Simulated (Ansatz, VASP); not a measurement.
## W2C in VASP and in Ansatz

The input INCAR:

```
PREC     = Accurate       # precision mode
ENCUT    = 600            # plane-wave cutoff, eV
EDIFF    = 1E-6           # SCF threshold, eV
ISMEAR   = 0              # smearing method
SIGMA    = 0.1            # smearing width, eV
LREAL    = False          # projectors in reciprocal space
LASPH    = True           # aspherical terms in the spheres
NELM     = 200            # most SCF steps
ALGO     = Normal         # electronic algorithm
ISIF     = 2              # what is computed and relaxed
LWAVE    = False          # write WAVECAR
LCHARG   = False          # write CHGCAR
LMAXMIX  = 4              # l up to which the mixer works
LDAU     = True           # DFT+U
LDAUTYPE = 2            
LDAUL    = 2 -1           # shell
LDAUU    = 5.3 0          # U, eV
LDAUJ    = 0 0          
LDAUPRINT= 1            
GGA      = PE             # functional
NBANDS   = 23             # bands
GGA_COMPAT= False
```

The input KPOINTS:

```
Automatic mesh
0
Gamma
  6 6 4
```

Contents of POSCAR:

```
W2C
1.0
    3.0700456420      0.0000000000      0.0000000000
   -1.5350228210      2.6587375167      0.0000000000
    0.0000000000      0.0000000000      4.6784280000
W C
2 1
Direct
    0.3333333333      0.6666666667      0.7463310000
    0.6666666667      0.3333333333      0.2536690000
    0.0000000000      0.0000000000      0.0000000000
```

Input for Ansatz:

```yaml
crystal:
  lattice:
    - [3.070045642, 0.0, 0.0]
    - [-1.535022821, 2.6587375167, 0.0]
    - [0.0, 0.0, 4.678428]
  atoms:
    - { symbol: W, position: [0.3333333333, 0.6666666667, 0.746331] }
    - { symbol: W, position: [0.6666666667, 0.3333333333, 0.253669] }
    - { symbol: C, position: [0.0, 0.0, 0.0] }
basis:
  ecutwfc: 420
kpoints:
  mp_grid: { grid: [6, 6, 4] }
hamiltonian:
  xc: pbe
  hubbard: { sites: [{ species: W, l: d, u_eff: 5.3 }] }
  dispersion: none
scf:
  occupations: { method: gaussian, width: 0.1 }
  max_iter: 80
  convergence: { dr2_threshold: "1e-4 eV" }
output:
  forces: true
  stress: true
  eigenvalues: true
```

Alike in both runs: task single point; functional PBE; k mesh 6 × 6 × 4; occupations gaussian, width 0.1 eV; no spin polarisation; Hubbard terms W d U = 5.3 eV.

```csv
,VASP,Ansatz
version,VASP 6.6.1,Ansatz 0.2.0
potentials or method,"VASP PAW PBE potentials, release 64 (W_sv, C), cutoff 600 eV","scalar-relativistic, plane waves, PAW"
valence electrons in the cell,32,32
```

VASP gave:

```
gap on the k mesh at the Fermi level (eV)                     : none
pressure (GPa)                                                : 9.8
traceless stress, the component that is largest in VASP (GPa) : -1.16
rms of the force components (eV/Å)                            : 0.158
```

Task: What did Ansatz give for the same quantities?

Result: gap on the k mesh at the Fermi level (eV): none; pressure (GPa): -1.4; traceless stress, the component that is largest in VASP (GPa): -1.34; rms of the force components (eV/Å): 0.104.

The programs project onto different local orbitals, so the same U acts differently, and such runs can settle in different states. Atom by atom the forces differ by 0.262 eV/Å (rms over components). A gap of «none» marks a metal or a gap that the smearing closes. Ansatz's warnings: filled band counts differ across k points, force scf threshold loose, stress scf threshold loose.

The k mesh is coarse, so the values compare programs but aren't converged. Spin-orbit coupling is off throughout.
